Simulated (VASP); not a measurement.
# HfO2 (R-3m) in VASP: dielectric tensor with r2SCAN

Aim: the dielectric tensor of HfO2 with r2SCAN.

Everything below comes from runs of VASP 6.6.1. Logs are shortened: lines on timing, memory, paths and dates and some standing lists are left out, and cuts for length are marked.

### 1 The cell of the first run

It takes space group R-3m (No. 166, trigonal). Conventional cell: a = 3.613 Å, b = 3.613 Å, c = 8.660 Å, α = 90.00°, β = 90.00°, γ = 120.00°. Hf (site symmetry -3m) has 8 O at 2.17 to 2.20 Å within 2.9 Å. O (site symmetry 3m) has 4 Hf at 2.17 to 2.20 Å and 6 O at 2.53 to 2.55 Å within 2.9 Å.

### 2 Dielectric tensor, r2SCAN (epitaxial 111 strain +1.0%)

INCAR

```
SYSTEM = HfO2
  PREC = Accurate
  ENCUT = 520
  EDIFF = 1E-8
  ISMEAR = 0
  SIGMA = 0.01
  LREAL = .False.
  LASPH = .True.
  NELM = 80
  ALGO = Normal
  ISIF = 2
  LWAVE = .False.
  LCHARG = .False.
  METAGGA = R2SCAN
  LMIXTAU = .True.
  LCALCEPS = .True.
```

KPOINTS

```
regular mesh
0
Gamma
  8 8 8
  0 0 0
```

POSCAR

```
HfO2
1.0
   -0.0364527718      2.5180213707      2.5180213707
    2.5180213707     -0.0364527718      2.5180213707
    2.5180213707      2.5180213707     -0.0364527718
Hf O
1 2
Direct
    0.0000000000      0.0000000000      0.0000000000
    0.2510748612      0.2510748612      0.2510748612
    0.7489251388      0.7489251388      0.7489251388
```

Potentials or basis: VASP PAW PBE potentials, release 64 (Hf_pv, O).

Command:

```console
> cat potpaw_PBE.64/Hf_pv/POTCAR potpaw_PBE.64/O/POTCAR > POTCAR
> mpirun -np 1 vasp_std > vasp.out
```

OUTCAR:

```text
SYSTEM = HfO2
   PREC = Accurate
   ENCUT = 520
   EDIFF = 1E-8
   ISMEAR = 0
   LREAL = .False.
   LASPH = .True.
   NELM = 80
   ISIF = 2
   METAGGA = R2SCAN

 ion  position               nearest neighbor table
   1  0.000  0.000  0.000-   2 2.17   3 2.17   3 2.20   3 2.20   3 2.20   2 2.20   2 2.20   2 2.20

   2  0.251  0.251  0.251-   1 2.17   1 2.20   1 2.20   1 2.20
   3  0.749  0.749  0.749-   1 2.17   1 2.20   1 2.20   1 2.20

  LATTYP: Found a trigonal (rhomboedric) cell.
 ALAT       =     3.5612065443
 COS(alpha) =     0.4854723759

  Lattice vectors:

 A1 = (  -0.0364527718,   2.5180213707,   2.5180213707)
 A2 = (   2.5180213707,  -0.0364527718,   2.5180213707)
 A3 = (   2.5180213707,   2.5180213707,  -0.0364527718)

Analysis of symmetry for initial positions (statically):
=====================================================================
 Subroutine PRICEL returns:
 Original cell was already a primitive cell.

 Routine SETGRP: Setting up the symmetry group for a
 trigonal (rhombohedral) supercell.

 Subroutine GETGRP returns: Found 12 space group operations
 (whereof 12 operations were pure point group operations)
 out of a pool of 12 trial point group operations.

The static configuration has the point symmetry D_3d.

Analysis of symmetry for dynamics (positions and initial velocities):
=====================================================================
 Subroutine PRICEL returns:
 Original cell was already a primitive cell.

 Routine SETGRP: Setting up the symmetry group for a
 trigonal (rhombohedral) supercell.

 Subroutine GETGRP returns: Found 12 space group operations
 (whereof 12 operations were pure point group operations)
 out of a pool of 12 trial point group operations.

The dynamic configuration has the point symmetry D_3d.

 Subroutine INISYM returns: Found 12 space group operations
 (whereof 12 operations are pure point group operations),
 and found     1 'primitive' translations

----------------------------------------------------------------------------------------

                                     Primitive cell

  volume of cell :      32.6240

  direct lattice vectors                    reciprocal lattice vectors
    -0.036452772  2.518021371  2.518021371    -0.194307868  0.197162135  0.197162135
     2.518021371 -0.036452772  2.518021371     0.197162135 -0.194307868  0.197162135
     2.518021371  2.518021371 -0.036452772     0.197162135  0.197162135 -0.194307868

  length of vectors
     3.561206544  3.561206544  3.561206544     0.339854914  0.339854914  0.339854914

  position of ions in fractional coordinates (direct lattice)
     0.000000000  0.000000000  0.000000000
     0.251074861  0.251074861  0.251074861
     0.748925139  0.748925139  0.748925139

  ion indices of the primitive-cell ions
   primitive index   ion index
                 1           1
                 2           2
                 3           3

----------------------------------------------------------------------------------------

 KPOINTS: regular mesh

Automatic generation of k-mesh.
 Grid dimensions read from file:
 generate k-points for:    8    8    8

 Generating k-lattice:

  Cartesian coordinates                     Fractional coordinates (reciprocal lattice)
    -0.024288483  0.024645267  0.024645267     0.125000000 -0.000000000 -0.000000000
     0.024645267 -0.024288483  0.024645267    -0.000000000  0.125000000 -0.000000000
     0.024645267  0.024645267 -0.024288483    -0.000000000 -0.000000000  0.125000000

  Length of vectors
     0.042481864  0.042481864  0.042481864

  Shift w.r.t. Gamma in fractional coordinates (k-lattice)
     0.000000000  0.000000000  0.000000000

 Subroutine IBZKPT returns following result:
 ===========================================

 Found     65 irreducible k-points:

 Following reciprocal coordinates:
            Coordinates               Weight
  0.000000  0.000000  0.000000      1.000000
  0.125000  0.000000  0.000000      6.000000
  0.250000  0.000000  0.000000      6.000000
  0.375000  0.000000  0.000000      6.000000
  0.500000  0.000000  0.000000      3.000000
  0.125000  0.125000  0.000000      6.000000
[... 16 lines left out ...]
  0.250000  0.125000  0.125000      6.000000
  0.375000  0.125000  0.125000      6.000000
 [... further k-points ...]
   k-points           NKPTS =     65   k-points in BZ     NKDIM =     65   number of bands    NBANDS=     15
   number of dos      NEDOS =    301   number of ions     NIONS =      3
   total plane-waves  NPLWV =  21952
   dimension x,y,z NGX =    28 NGY =   28 NGZ =   28
   dimension x,y,z NGXF=    56 NGYF=   56 NGZF=   56
   ions per type =               1   2
   NGX,Y,Z   is equivalent  to a cutoff of  13.07, 13.07, 13.07 a.u.
   NGXF,Y,Z  is equivalent  to a cutoff of  26.14, 26.14, 26.14 a.u.
 SYSTEM =  HfO2
   PREC   = accura    normal or accurate (medium, high low for compatibility)
   ISTART =      0    job   : 0-new  1-cont  2-samecut
   ICHARG =      2    charge: 1-file 2-atom 10-const
   ISPIN  =      1    spin polarized calculation?
   LNONCOLLINEAR =      F non collinear calculations
   LSORBIT =      F    spin-orbit coupling
   LASPH  =      T    aspherical Exc in radial PAW
   ENCUT  =  520.0 eV  38.22 Ry    6.18 a.u.   6.62  6.62  6.62*2*pi/ulx,y,z
   NELM   =     80;   NELMIN=  2; NELMDL= -5     # of ELM steps
   EDIFF  = 0.1E-07   stopping-criterion for ELM
   LREAL  =      F    real-space projection
   EDIFFG = 0.1E-06   stopping-criterion for IOM
   NSW    =      0    number of steps for IOM
   IBRION =     -1    ionic relax: 0-MD 1-quasi-New 2-CG
   NFREE  =      0    steps in history (QN), initial steepest desc. (CG)
   ISIF   =      2    stress and relaxation
   ISYM   =      2    0-nonsym 1-usesym 2-fastsym
   POTIM  = 0.5000    time-step for ionic-motion
   TEBEG  =    0.0;   TEEND  =   0.0 temperature during run
   PSTRESS=    0.0 pullay stress
   NELECT =      22.0000    total number of electrons
   NUPDOWN=      -1.0000    fix difference up-down
   EMIN   =  10.00;   EMAX   =-10.00  energy-range for DOS
   EFERMI =   0.00;   METHOD = LEGACY
   ISMEAR =     0;   SIGMA  =   0.01  broadening in eV -4-tet -1-fermi 0-gaus
   EFERMI_NEDOS =   21; number of points for ismear=-14 and -15
   IALGO  =     38    algorithm
   IMIX   =      4    mixing-type and parameters
     AMIX     =   0.40;   BMIX     =  1.00
     AMIX_MAG =   1.60;   BMIX_MAG =  1.00
  volume/ion in A,a.u.               =      10.87        73.39
  Fermi-wavevector in a.u.,A,eV,Ry     =   1.435610  2.712910 28.041296  2.060977
  Thomas-Fermi vector in A             =   2.554890
   LORBIT       =      0    0 simple, 1 ext, 2 COOP (PROOUT), +10 PAW based schemes
   METAGGA = R2SCAN    functional components
   LHFCALC =     F    Hartree Fock is set to
   AEXX    =    0.0000 exact exchange contribution
   IVDW    =     0    specifies the selected vdW correction
   LEPSILON=     F    determine dielectric tensor
   LRPA    =     F    only Hartree local field effects (RPA)
   LRPA       =     F
 non-spin polarized calculation
 Gauss-broadening in eV      SIGMA  =   0.01
  energy-cutoff  :      520.00
  volume of cell :       32.62
 maximum number of plane-waves:       899
 NGX is ok and might be reduce to    28
   NGX = 13   NGY = 13   NGZ = 13

 Total electronic dipole moment: p[elc]=(    -0.00000    -0.00000    -0.00000 ) |e| Angst

 number of electron      21.9999995 magnetization

 Free energy of the ion-electron system (eV)
  ---------------------------------------------------
  ext. energy  EPLUGINS =         0.00000000
  ---------------------------------------------------
  free energy    TOTEN  =       -68.53512948 eV

  energy without entropy =      -68.53512948  energy(sigma->0) =      -68.53512948

 E-fermi :   3.9986     XC(G=0): -12.5705

 val. band max:        3.8973984729   @ k =   0.5000   0.5000   0.0000
 cond. band min:   10000.0000000000   @ k =   0.0000   0.0000   0.0000
 fundamental gap:   9996.1026015271
 Fermi energy:         3.9985892784

 k-point     1 :       0.0000    0.0000    0.0000
  band No.  band energies     occupation
      1     -26.7698      2.00000
      2     -26.7698      2.00000
      3     -26.7617      2.00000
      4     -15.8218      2.00000
      5     -12.8256      2.00000
      6      -1.5565      2.00000
      7      -1.5565      2.00000
      8      -1.4839      2.00000
      9       3.2290      2.00000
     10       3.2796      2.00000
     11       3.2796      2.00000
     12   10000.0000      0.00000
     13   10000.0000      0.00000
     14   10000.0000      0.00000
     15   10000.0000      0.00000

 k-point     2 :       0.1250    0.0000    0.0000
  band No.  band energies     occupation
      1     -26.8365      2.00000
      2     -26.7763      2.00000
      3     -26.7700      2.00000
      4     -15.6176      2.00000
      5     -12.9888      2.00000
      6      -1.4031      2.00000
      7      -1.3453      2.00000
      8      -1.1356      2.00000
      9       2.8239      2.00000
     10       2.9779      2.00000
     11       3.0025      2.00000
     12   10000.0000      0.00000
     13   10000.0000      0.00000
     14   10000.0000      0.00000
     15   10000.0000      0.00000
[... 365 lines left out ...]
      3     -26.7818      2.00000
      4     -15.2946      2.00000
      5     -13.2275      2.00000
      6      -1.2614      2.00000
      7      -1.0889      2.00000
      8      -0.4165      2.00000
      9       1.9348      2.00000
     10       2.3048      2.00000
     11       3.3052      2.00000
     12   10000.0000      0.00000
     13   10000.0000      0.00000
     14   10000.0000      0.00000
     15   10000.0000      0.00000

 k-point    24 :       0.3750    0.1250    0.1250
  band No.  band energies     occupation
      1     -27.0571      2.00000
      2     -26.8415      2.00000
      3     -26.7974      2.00000
      4     -14.8032      2.00000
      5     -13.5259      2.00000
      6      -1.0317      2.00000
      7      -0.5624      2.00000
      8       0.6306      2.00000
      9       1.0517      2.00000
     10       1.6811      2.00000
     11       3.0967      2.00000
     12   10000.0000      0.00000
     13   10000.0000      0.00000
     14   10000.0000      0.00000
     15   10000.0000      0.00000

 [... further k-points ...]

------------------------ aborting loop because EDIFF is reached ----------------------------------------

            Ionic dipole moment: p[ion]=(     0.00000     0.00000     0.00000 ) |e| Angst

 Total electronic dipole moment: p[elc]=(     0.00002     0.00002     0.00699 ) |e| Angst

 MACROSCOPIC STATIC DIELECTRIC TENSOR (including local field effects)
 ------------------------------------------------------
           4.879069     0.012404     0.012404
           0.012404     4.879069     0.012404
           0.012404     0.012404     4.879069
 ------------------------------------------------------

 PIEZOELECTRIC TENSOR (including local field effects) (e Angst)
          XX          YY          ZZ          XY          YZ          ZX
  --------------------------------------------------------------------------------
  x     0.00000     0.00000     0.00000     0.00000     0.00000     0.00000
  y     0.00000     0.00000     0.00000     0.00000     0.00000     0.00000
  z     0.00000     0.00000     0.00000     0.00000     0.00000     0.00000

 PIEZOELECTRIC TENSOR (including local field effects) (C/m^2)
          XX          YY          ZZ          XY          YZ          ZX
  --------------------------------------------------------------------------------
  x     0.00000     0.00000     0.00000     0.00000     0.00000     0.00000
  y     0.00000     0.00000     0.00000     0.00000     0.00000     0.00000
  z     0.00000     0.00000     0.00000     0.00000     0.00000     0.00000

 BORN EFFECTIVE CHARGES (including local field effects) (in |e|, cummulative output)
 ---------------------------------------------------------------------------------
 ion    1
    1     5.47048     0.02936     0.02936
    2     0.02936     5.47048     0.02936
    3     0.02936     0.02936     5.47048
 ion    2
    1    -2.73524    -0.01468    -0.01468
    2    -0.01468    -2.73524    -0.01468
    3    -0.01468    -0.01468    -2.73524
 ion    3
    1    -2.73524    -0.01468    -0.01468
    2    -0.01468    -2.73524    -0.01468
    3    -0.01468    -0.01468    -2.73524

  FORCE on cell =-STRESS in cart. coord.  units (eV):
  Direction    XX          YY          ZZ          XY          YZ          ZX
  --------------------------------------------------------------------------------------
  -------------------------------------------------------------------------------------
  Total       -1.2277128     -1.2277128     -1.2277128      0.2025751      0.2025751      0.2025751
  in kB      -60.2934242    -60.2934242    -60.2934242      9.9485380      9.9485380      9.9485380
  external PRESSURE =     -60.2934242 kB  Pullay stress =       0.0000000 kB

 VOLUME and BASIS-vectors are now :
 -----------------------------------------------------------------------------
  energy-cutoff  :      520.00
  volume of cell :       32.62
      direct lattice vectors                 reciprocal lattice vectors
    -0.036452772  2.518021371  2.518021371    -0.194307868  0.197162135  0.197162135
     2.518021371 -0.036452772  2.518021371     0.197162135 -0.194307868  0.197162135
     2.518021371  2.518021371 -0.036452772     0.197162135  0.197162135 -0.194307868

 POSITION                                       TOTAL-FORCE (eV/Angst)
 -----------------------------------------------------------------------------------
      0.00000      0.00000      0.00000         0.000000     -0.000000     -0.000000
      1.25527      1.25527      1.25527        -0.009170     -0.009170     -0.009170
      3.74432      3.74432      3.74432         0.009170      0.009170      0.009170
 -----------------------------------------------------------------------------------
    total drift:                               -0.000000     -0.000000      0.000000

  FREE ENERGIE OF THE ION-ELECTRON SYSTEM (eV)
  ---------------------------------------------------
  free  energy   TOTEN  =       -68.5351294756 eV

  energy  without entropy=      -68.5351294756  energy(sigma->0) =      -68.53512948
```

Run time: 35 min. Hardware: 1 thread of Intel Xeon 6975P-C (Granite Rapids), shared host; peak memory 0.45 GiB.

What came out:

* Band gap on the k mesh: 4.29 eV
* Electronic dielectric tensor (diagonal): 4.88
* Born charges (mean of the diagonal): Hf +5.47; O -2.74 e

Levels at points of the mesh, in eV from the valence-band top:
```csv
k point,band 7,band 8,band 9,band 10,band 11,band 12,band 13,band 14,band 15
"(0.00, 0.00, 0.00)",-5.45,-5.38,-0.67,-0.62,-0.62,4.40,4.40,6.46,10.93
"(0.50, 0.00, 0.00)",-4.34,-3.06,-2.81,-1.96,-1.83,4.99,5.17,7.40,9.61
"(0.50, 0.50, 0.00)",-3.62,-3.52,-1.62,-1.48,0.00,4.29,6.01,7.14,8.56
"(0.50, 0.50, 0.50)",-4.37,-3.10,-2.80,-1.88,-1.88,5.14,5.14,7.69,9.65
```

Electronic dielectric tensor:
```
4.88 0.01 0.01
0.01 4.88 0.01
0.01 0.01 4.88
```

Born effective charge tensors (e):
atom 1, Hf
```
5.47 0.03 0.03
0.03 5.47 0.03
0.03 0.03 5.47
```
atom 2, O
```
-2.74 -0.01 -0.01
-0.01 -2.74 -0.01
-0.01 -0.01 -2.74
```
atom 3, O
```
-2.74 -0.01 -0.01
-0.01 -2.74 -0.01
-0.01 -0.01 -2.74
```

Dipole moments of the cell (e·Å, modulo the quantum): ionic 0.000, 0.000, 0.000; electronic 0.000, 0.000, 0.007

Caveat: the cell differs from its parent crystal (epitaxial 111 strain +1.0%); the PAW data sets were made with another functional, which shifts forces and pressure a little; spin-orbit coupling is left out, which moves the levels of the heavy elements.
